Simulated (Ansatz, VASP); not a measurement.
One calculation of B, two programs

File INCAR:

```
ALGO     = Normal         # electronic algorithm
EDIFF    = 1E-6           # SCF threshold, eV
EDIFFG   = -0.01          # ionic threshold
ENCUT    = 600            # plane-wave cutoff, eV
GGA      = PE             # functional
IBRION   = 2              # ionic algorithm
ISIF     = 3              # what is computed and relaxed
ISMEAR   = 0              # smearing method
LASPH    = T              # aspherical terms in the spheres
LCHARG   = F              # write CHGCAR
LREAL    = F              # projectors in reciprocal space
LWAVE    = F              # write WAVECAR
NELM     = 60             # most SCF steps
NSW      = 100            # ionic steps
PREC     = Accurate       # precision mode
SIGMA    = 0.1            # smearing width, eV
```

Contents of KPOINTS:

```
k-points
0
Gamma
  38 38 38
```

File POSCAR:

```
B
1.0
   -1.4715942967      1.4715942967      0.8097199022
    1.4715942967     -1.4715942967      0.8097199022
    1.4715942967      1.4715942967     -0.8097199022
B
1
Direct
    0.0000000000      0.0000000000      0.0000000000
```

Input for Ansatz:

```yaml
crystal:
  lattice:
    - [-1.4715942967, 1.4715942967, 0.8097199022]
    - [1.4715942967, -1.4715942967, 0.8097199022]
    - [1.4715942967, 1.4715942967, -0.8097199022]
  atoms:
    - { symbol: B, position: [0.0, 0.0, 0.0] }
basis:
  ecutwfc: 420
kpoints:
  mp_grid: { grid: [38, 38, 38] }
hamiltonian:
  xc: pbe
scf:
  occupations: { method: gaussian, width: 0.1 }
output:
  forces: true
  stress: true
  eigenvalues: true
  write_density: true
  write_potential: true
  elf: true
  volumetric_format: npy
relax:
  adjacent_minimum: "off"
  f_tol: 0.01
  max_steps: 80
  cell: { stress_tol: 0.05 }
```

Alike in both runs: task relaxation of cell and atoms; functional PBE; k mesh 38 × 38 × 38; occupations gaussian, width 0.1 eV; no spin polarisation.

|  | VASP | Ansatz |
| --- | --- | --- |
| version | VASP 6.6.1 | Ansatz 0.2.0 |
| potentials or method | VASP PAW PBE potentials, release 64 (B), cutoff 600 eV | scalar-relativistic, plane waves, PAW |
| valence electrons in the cell | 3 | 3 |

Ansatz gave:

- gap on the k mesh at the Fermi level, each at its own relaxed structure (eV): none
- relaxed volume (Å³/atom): 6.94
- relaxed length of the cell vector where the two differ most in proportion (Å): 2.223

Question: Which values does VASP return?

Answer: gap on the k mesh at the Fermi level, each at its own relaxed structure (eV): none; relaxed volume (Å³/atom): 6.93; relaxed length of the cell vector where the two differ most in proportion (Å): 2.221.

A gap of «none» marks a metal or a gap that the smearing closes.
